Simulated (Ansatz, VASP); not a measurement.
## Te2Pb: VASP beside Ansatz

File INCAR:

```
SYSTEM = Te2Pb
PREC     = Accurate       ! precision mode
ENCUT    = 500            ! plane-wave cutoff, eV
EDIFF    = 1E-6           ! SCF threshold, eV
ISMEAR   = -1             ! smearing method
SIGMA    = 0.05           ! smearing width, eV
LREAL    = .FALSE.        ! projectors in reciprocal space
LASPH    = .TRUE.         ! aspherical terms in the spheres
NELM     = 120            ! most SCF steps
ALGO     = Normal         ! electronic algorithm
ISIF     = 2              ! what is computed and relaxed
LWAVE    = .FALSE.        ! write WAVECAR
LCHARG   = .FALSE.        ! write CHGCAR
GGA      = PS             ! functional
NBANDS   = 20             ! bands
GGA_COMPAT= .FALSE.
```

KPOINTS

```
Automatic mesh
0
G
  4 4 4
  0 0 0
```

POSCAR

```
Te2Pb
1.0
    0.0000000000      3.7966139176      3.7966139176
    3.7966139176      0.0000000000      3.7966139176
    3.7966139176      3.7966139176      0.0000000000
Pb Te
1 2
Direct
    0.0000000000      0.0000000000      0.0000000000
    0.2500000000      0.2500000000      0.2500000000
    0.7500000000      0.7500000000      0.7500000000
```

Input for Ansatz:

```yaml
crystal:
  lattice:
    - [0.0, 3.7966139176, 3.7966139176]
    - [3.7966139176, 0.0, 3.7966139176]
    - [3.7966139176, 3.7966139176, 0.0]
  atoms:
    - { symbol: Pb, position: [0.0, 0.0, 0.0] }
    - { symbol: Te, position: [0.25, 0.25, 0.25] }
    - { symbol: Te, position: [0.75, 0.75, 0.75] }
kpoints:
  mp_grid: { grid: [4, 4, 4] }
hamiltonian:
  xc: pbesol
scf:
  occupations: { method: fermi_dirac, width: 0.05 }
  n_extra_bands: 4
output:
  forces: true
  stress: true
  eigenvalues: true
```

Alike in both runs: task single point; functional PBEsol; k mesh 4 × 4 × 4; occupations fermi-dirac, width 0.05 eV; no spin polarisation.

|  | VASP | Ansatz |
| --- | --- | --- |
| version | VASP 6.6.1 | Ansatz 0.2.0 |
| potentials or method | VASP PAW PBE potentials, release 64 (Pb_d, Te) | plane waves |
| plane-wave cutoff (eV) | 500 | 420 |
| valence electrons in the cell | 26 | 46 |

```tsv
	VASP	Ansatz	Ansatz less VASP
pressure (GPa)	-1.8	-1.8	+0.03
```

VASP's potentials were made for PBE, not for PBEsol. VASP's potentials hold 26 valence electrons a cell and Ansatz's 46, so a difference there can come from the potentials and not from the codes.

Neither program's run includes spin-orbit coupling.
